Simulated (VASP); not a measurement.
Input of a VASP 6.6.1 run:

Contents of INCAR:

```
  ALGO = Normal
  EDIFF = 1E-7
  EDIFFG = -0.02
  ENCUT = 600
  GGA = PS
  IBRION = 2
  ISIF = 3
  ISMEAR = 0
  LASPH = True
  LCHARG = False
  LREAL = False
  LWAVE = False
  NELM = 100
  NSW = 80
  PREC = Accurate
  SIGMA = 0.1
```

KPOINTS

```
k-points
0
Gamma
  10 10 10
```

POSCAR

```
Li
1.0
   -1.7546500000      1.7546500000      1.7546500000
    1.7546500000     -1.7546500000      1.7546500000
    1.7546500000      1.7546500000     -1.7546500000
Li
1
Direct
    0.0000000000      0.0000000000      0.0000000000
```

Potentials or basis: VASP PAW PBE potentials, release 64 (Li_sv).

Launch:

```bash
$ cat potpaw_PBE.64/Li_sv/POTCAR > POTCAR
$ mpirun -np 1 vasp_std > vasp.out
```

**Question.** Predict the relaxed cell.

**Answer.** a = 2.972 Å, b = 2.972 Å, c = 2.972 Å, α = 109.47°, β = 109.47°, γ = 109.47°.

**Question.** Predict the relaxed volume.

**Answer.** 20.20 Å³/atom.

**Question.** Predict the space group after relaxing (to 0.05 Å).

**Answer.** Im-3m (No. 229).

Final structure:
```
Li
1.0
    -1.71576    1.71576    1.71576
     1.71576   -1.71576    1.71576
     1.71576    1.71576   -1.71576
Li
1
Direct
  0.00000 0.00000 0.00000
```

Caveat: the cutoff is under 1.25 times the usual one of these potentials, so pressure, stress and relaxed cells hold a basis-set (Pulay) error; the PAW data sets were made with another functional, which shifts forces and pressure a little.
